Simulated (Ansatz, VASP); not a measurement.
## One calculation of SrCl2, two programs

POSCAR

```
SrCl2
1.0
    0.0000000000      3.6249200000      3.2066600000
    3.6249200000      0.0000000000      3.2066600000
    3.6249200000      3.6249200000      0.0000000000
Sr Cl
1 2
Direct
    0.0000000000      0.0000000000      0.0000000000
    0.2500000000      0.2500000000      0.2500000000
    0.7500000000      0.7500000000      0.7500000000
```

Contents of INCAR.step1:

```
SYSTEM = SrCl2
PREC = Accurate
ENCUT = 520
ISMEAR = 0
SIGMA = 0.05
LREAL = .FALSE.
LASPH = .TRUE.
NELM = 80
NBANDS = 19
GGA = PE
ALGO = Normal
EDIFF = 1E-4
LWAVE = .TRUE.
LCHARG = .FALSE.
```

The input INCAR.step2:

```
SYSTEM = SrCl2
PREC = Accurate
ENCUT = 520
EDIFF = 1E-6
ISMEAR = 0
SIGMA = 0.05
LREAL = .FALSE.
LASPH = .TRUE.
NELM = 80
ALGO = Normal
ISIF = 2
LWAVE = .FALSE.
LCHARG = .FALSE.
METAGGA = R2SCAN
LMIXTAU = .TRUE.
NBANDS = 19
ISTART = 1
```

The input KPOINTS:

```
Automatic mesh
0
G
  6 6 6
  0 0 0
```

Input for Ansatz:

```yaml
crystal:
  lattice:
    - [0.0, 3.62492, 3.20666]
    - [3.62492, 0.0, 3.20666]
    - [3.62492, 3.62492, 0.0]
  atoms:
    - { symbol: Sr, position: [0.0, 0.0, 0.0] }
    - { symbol: Cl, position: [0.25, 0.25, 0.25] }
    - { symbol: Cl, position: [0.75, 0.75, 0.75] }
basis:
  ecutwfc: 500
kpoints:
  mp_grid: { grid: [6, 6, 6] }
hamiltonian:
  xc: r2scan
scf:
  occupations: { method: gaussian, width: 0.05 }
output:
  forces: true
  stress: true
  eigenvalues: true
```

Change from the starting cell: strain +0.040 along x and y, -0.080 along z, atoms carried along.

Alike in both runs: task single point; functional r2SCAN; k mesh 6 × 6 × 6; occupations gaussian, width 0.05 eV; no spin polarisation.

```csv
,VASP,Ansatz
version,VASP 6.6.1,Ansatz 0.2.0
potentials or method,"VASP PAW PBE potentials, release 64 (Sr_sv, Cl), cutoff 520 eV","scalar-relativistic, plane waves, PAW"
valence electrons in the cell,24,24
```

Ansatz gave:

* gap on the k mesh at the Fermi level (eV): 5.01
* least direct gap on the mesh (eV): 5.24
* pressure (GPa): 0.8
* traceless stress, the component that is largest in VASP (GPa): 5.03

Question: Which values does VASP return?

Answer: gap on the k mesh at the Fermi level (eV): 5.01; least direct gap on the mesh (eV): 5.25; pressure (GPa): 0.8; traceless stress, the component that is largest in VASP (GPa): 5.00.

VASP's potentials were made for PBE, not for r2SCAN. With one functional, cell and mesh, what is left measures potentials, basis and numerics.
